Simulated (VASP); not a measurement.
Co:

```
Co
1.0
     2.47200    0.00000    0.00000
    -1.23600    2.14081    0.00000
     0.00000    0.00000    4.02114
Co
2
Direct
  0.66667 0.33333 0.75000
  0.33333 0.66667 0.25000
```

Program: VASP 6.6.1. Alike in all runs: task single point; potentials or basis VASP PAW PBE potentials, release 64 (Co); cell as given; cutoff (eV) 520; smearing fermi-dirac 0.05 eV.

**Question.** Order these runs on this cell by their pressure, lowest first.
A. level PBEsol; spin non-collinear, typed start; k mesh 9 × 9 × 5
B. level r2SCAN; spin collinear, ferromagnetic start; k mesh 12 × 12 × 7
C. level PBEsol; spin off; k mesh 12 × 12 × 7
D. level B3LYP; spin collinear, ferromagnetic start; k mesh 6 × 6 × 4; grid for exact exchange (PRECFOCK) Normal; share of exact exchange 0.2
E. level PBEsol; spin collinear, ferrimagnetic start; k mesh 12 × 12 × 7

**Answer.** C (-17.9 GPa), E (-14.6 GPa), A (-7.5 GPa), B (0.1 GPa), D (6.1 GPa).

Caveats: some runs use coarse meshes; the PAW data sets were made with another functional, which shifts forces and pressure a little; the cell stands under tension (at least some runs).
